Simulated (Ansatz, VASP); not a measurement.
# AlN in VASP and in Ansatz

```
CELL_PARAMETERS angstrom
0.00000 2.03527 2.03527
2.03527 0.00000 2.03527
2.03527 2.03527 0.00000
ATOMIC_POSITIONS crystal
Al 0.50000 0.50000 0.50000
N 0.00000 0.00000 0.00000
```

Alike in both runs: functional PBE; k mesh 10 × 10 × 10; occupations gaussian, width 0.02 eV; no spin polarisation.

Ansatz relaxed the structure, and its values are those at the end. VASP's run is a single point on that final structure, the one shown.

|  | VASP | Ansatz |
| --- | --- | --- |
| version | VASP 6.6.1 | Ansatz 0.2.0 |
| potentials or method | VASP PAW PBE potentials, release 64 (Al, N), cutoff 520 eV | scalar-relativistic, plane waves, PAW |
| valence electrons in the cell | 8 | 8 |

Ansatz gave:

```
gap on the k mesh at the Fermi level (eV) : 4.44
least direct gap on the mesh (eV)         : 5.38
pressure (GPa)                            : 0.0
```

Question: Which values does VASP return?

Answer: gap on the k mesh at the Fermi level (eV): 4.41; least direct gap on the mesh (eV): 5.39; pressure (GPa): -0.3.

With one functional, cell and mesh, what is left measures potentials, basis and numerics.
